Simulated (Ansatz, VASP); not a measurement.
## Two plane-wave programs on SnSe5

INCAR

```
PREC     = Accurate       # precision mode
ENCUT    = 600            # plane-wave cutoff, eV
EDIFF    = 1E-6           # SCF threshold, eV
ISMEAR   = 0              # smearing method
SIGMA    = 0.1            # smearing width, eV
LREAL    = False          # projectors in reciprocal space
LASPH    = True           # aspherical terms in the spheres
NELM     = 60             # most SCF steps
ALGO     = Normal         # electronic algorithm
ISIF     = 3              # what is computed and relaxed
LWAVE    = False          # write WAVECAR
LCHARG   = False          # write CHGCAR
GGA      = PE             # functional
IBRION   = 2              # ionic algorithm
NSW      = 100            # ionic steps
EDIFFG   = -0.01          # ionic threshold
```

KPOINTS

```
regular mesh
0
Gamma
  12 12 4
```

Contents of POSCAR:

```
SnSe5
1.0
    3.7035522081      0.0000000000      0.0000000000
   -1.8517761040      3.2073702965      0.0000000000
    0.0000000000      0.0000000000     15.1767034235
Sn Se
1 5
Direct
    0.0000000000      0.0000000000      0.0000000000
    0.6666666667      0.3333333333      0.8849477511
    0.0000000000      0.0000000000      0.6144578276
    0.6666666667      0.3333333333      0.5000000000
    0.0000000000      0.0000000000      0.3855421724
    0.6666666667      0.3333333333      0.1150522489
```

Input for Ansatz:

```yaml
crystal:
  lattice:
    - [3.7035517639, 0.0, 0.0]
    - [-1.851775882, 3.2073699118, 0.0]
    - [0.0, 0.0, 15.1767026495]
  atoms:
    - { symbol: Sn, position: [0.0, 0.0, 0.0] }
    - { symbol: Se, position: [0.6666666667, 0.3333333333, 0.8849477244] }
    - { symbol: Se, position: [0.0, 0.0, 0.6144578341] }
    - { symbol: Se, position: [0.6666666667, 0.3333333333, 0.5] }
    - { symbol: Se, position: [0.0, 0.0, 0.3855421659] }
    - { symbol: Se, position: [0.6666666667, 0.3333333333, 0.1150522756] }
basis:
  ecutwfc: 420
kpoints:
  mp_grid: { grid: [12, 12, 4] }
hamiltonian:
  xc: pbe
scf:
  occupations: { method: gaussian, width: 0.1 }
output:
  forces: true
  stress: true
  eigenvalues: true
relax:
  adjacent_minimum: "off"
  f_tol: 0.01
  max_steps: 80
  cell: { stress_tol: 0.05 }
```

Change from the starting cell: species swapped into the Mg5Cd type (P-6m2, No. 187).

Alike in both runs: task relaxation of cell and atoms; functional PBE; k mesh 12 × 12 × 4; occupations gaussian, width 0.1 eV; no spin polarisation.

```csv
,VASP,Ansatz
version,VASP 6.6.1,Ansatz 0.2.0
potentials or method,"VASP PAW PBE potentials, release 64 (Sn_d, Se), cutoff 600 eV","scalar-relativistic, plane waves, PAW"
valence electrons in the cell,44,94
```

VASP gave:

| Property | Result |
| --- | --- |
| gap on the k mesh at the Fermi level, each at its own relaxed structure (eV) | none |
| relaxed volume (Å³/atom) | 24.37 |
| relaxed length of the cell vector where the two differ most in proportion (Å) | 3.825 |

Task: Which values does Ansatz return?

Result: gap on the k mesh at the Fermi level, each at its own relaxed structure (eV): none; relaxed volume (Å³/atom): 24.38; relaxed length of the cell vector where the two differ most in proportion (Å): 3.825.

A gap of «none» marks a metal or a gap that the smearing closes. VASP's potentials hold 44 valence electrons a cell and Ansatz's 94, so a difference there can come from the potentials and not from the codes.

Noted on VASP's run: the volume moved by over 15 % at a fixed basis, so the end points are rough.
